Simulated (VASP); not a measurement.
W, 4 atoms in the cell. It takes space group Pbcm (No. 57, orthorhombic). The conventional cell has a = 2.810 Å, b = 4.864 Å, c = 4.924 Å, α = 90.00°, β = 90.00°, γ = 90.00°. W (site symmetry m) has 12 W at 2.70 to 3.06 Å within 3.6 Å. 

| Property | Result |
| --- | --- |
| Program | VASP 6.6.1 |
| Task | relaxation of cell and atoms |
| Functional | PBEsol |
| Potentials or basis | VASP PAW PBE potentials, release 64 (W_sv) |
| Cutoff | 600 eV |
| k mesh | 9 × 6 × 6 |
| Occupations | fermi-dirac, width 0.05 eV |
| Spin | no spin polarisation |
| Dipole correction | no |
| Further INCAR settings | ALGO = Fast; EDIFF = 1e-06; IBRION = 2; EDIFFG = -0.01; NSW = 60; ISIF = 3 |

Potentials or basis: VASP PAW PBE potentials, release 64 (W_sv).

The run is started by

```sh
$ cat potpaw_PBE.64/W_sv/POTCAR > POTCAR
$ mpirun -np 1 vasp_std > vasp.out
```

Hardware: 1 thread of Intel(R) Xeon(R) 6975P-C (Granite Rapids), on a shared host.

Question: How long does it take, and how much memory?

Answer: Wall time 40 min on 1 thread of Intel(R) Xeon(R) 6975P-C (Granite Rapids) (shared host), peak memory 0.34 GiB. Counts: scf iterations 434, k points 80, ion steps 47.
